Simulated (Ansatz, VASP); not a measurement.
# One calculation of CaSe, two programs

The input INCAR:

```
SYSTEM = CaSe
PREC = Accurate ; ENCUT = 520
EDIFF = 1E-7 ; ISMEAR = -1
SIGMA = 0.05 ; LREAL = .FALSE.
LASPH = .TRUE. ; NELM = 100
ALGO = Normal ; ISIF = 2
LWAVE = .FALSE. ; LCHARG = .FALSE.
NBANDS = 15
```

The input KPOINTS:

```
Automatic mesh
0
G
  8 8 8
  0 0 0
```

Contents of POSCAR:

```
CaSe
1.0
    0.0000000000      2.9755767295      2.9755767295
    2.9755767295      0.0000000000      2.9755767295
    2.9755767295      2.9755767295      0.0000000000
Se Ca
1 1
Direct
    0.5000000000      0.5000000000      0.5000000000
    0.0000000000      0.0000000000      0.0000000000
```

The input input.yaml:

```yaml
crystal:
  lattice:
    - [0.0, 2.9755767295, 2.9755767295]
    - [2.9755767295, 0.0, 2.9755767295]
    - [2.9755767295, 2.9755767295, 0.0]
  atoms:
    - { symbol: Se, position: [0.5, 0.5, 0.5] }
    - { symbol: Ca, position: [0.0, 0.0, 0.0] }
hamiltonian:
  xc: lda
  pseudopotentials: { kind: paw }
kpoints:
  mp_grid: { grid: [8, 8, 8] }
scf:
  occupations: { method: fermi_dirac, width: 0.05 }
output:
  forces: true
  stress: true
  eigenvalues: true
  write_density: true
  write_potential: true
  elf: true
  volumetric_format: npy
```

Alike in both runs: task single point; functional LDA; k mesh 8 × 8 × 8; occupations fermi-dirac, width 0.05 eV; no spin polarisation.

|  | VASP | Ansatz |
| --- | --- | --- |
| version | VASP 6.6.1 | Ansatz 0.2.0 |
| potentials or method | VASP PAW LDA potentials, release 64 (Se, Ca_sv) | Ansatz PAW |
| plane-wave cutoff (eV) | 520 | 420 |
| valence electrons in the cell | 16 | 26 |

```tsv
	VASP	Ansatz	Ansatz less VASP
gap on the k mesh at the Fermi level (eV)	1.91	1.92	+0.016
least direct gap on the mesh (eV)	2.83	2.85	+0.014
pressure (GPa)	-3.7	-4.0	-0.21
```

LDA's correlation is that of Perdew and Zunger in VASP and of Perdew and Wang (1992) in Ansatz. VASP's potentials hold 16 valence electrons a cell and Ansatz's 26, so a difference there can come from the potentials and not from the codes.
